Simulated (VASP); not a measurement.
Wanted: the native input for a VASP 6.6.1 run.

| Property | Result |
| --- | --- |
| Task | single point |
| Functional | PBE |
| Potentials or basis | VASP PAW PBE potentials, release 64 (Cs_sv, I) |
| Cutoff | 520 eV |
| k mesh | 4 × 4 × 2 |
| Occupations | gaussian, width 0.2 eV |
| Spin | no spin polarisation |
| Dipole correction | no |
| Further INCAR settings | ALGO = Normal; EDIFF = 1e-06; NBANDS = 54 |

The structure of Cs4I lies in POSCAR:

```
Cs4I
1.0
    0.0239470090      7.8573768204     -0.0226354369
   -0.0369162796     -0.0225993935      7.8131677860
   15.6685854913      0.0478319985     -0.0738635172
Cs I
8 2
Direct
    0.4994921514      0.5022638050      0.2507485891
    0.5014442917      0.4980629786      0.7504816144
   -0.0003460786      0.0000268429      0.2494734675
    0.0003682798     -0.0036293227      0.7500197026
    0.4982720693      0.0012169626      0.0000159877
    0.5022625040      0.0017249015      0.5005606313
   -0.0032680630      0.5012825079     -0.0006618113
    0.0008376431      0.4987158670      0.5002924524
   -0.0012211288      0.0008708026     -0.0006066175
    0.0021583312     -0.0005353455      0.4996759838
```

The input as run:

INCAR

```
SYSTEM = Cs4I
ALGO = Normal
EDIFF = 1E-6
ENCUT = 520
GGA = PE
ISIF = 2
ISMEAR = 0
LASPH = .True.
LCHARG = .True.
LELF = .True.
LREAL = .False.
LVHAR = .True.
LWAVE = .False.
NBANDS = 54
NELM = 80
PREC = Accurate
SIGMA = 0.2
```

KPOINTS

```
k-points
0
Gamma
  4 4 2
  0 0 0
```

Potentials or basis: VASP PAW PBE potentials, release 64 (Cs_sv, I).

The run is started by

```bash
$ cat potpaw_PBE.64/Cs_sv/POTCAR potpaw_PBE.64/I/POTCAR > POTCAR
$ mpirun -np 1 vasp_std > vasp.out
```

Results of the run:

```json
{"Pressure": "0.0 GPa", "Largest force": "0.008 eV/Å", "Band gap on the k mesh": "zero (bands 43 and 44 overlap by 0.64 eV)"}
```

Caveat: spin-orbit coupling is left out, which moves the levels of the heavy elements.

It took 12 min on 1 thread of AMD EPYC 9R45 96-Core Processor (Zen 5), on a shared host, peak memory 1.2 GiB.
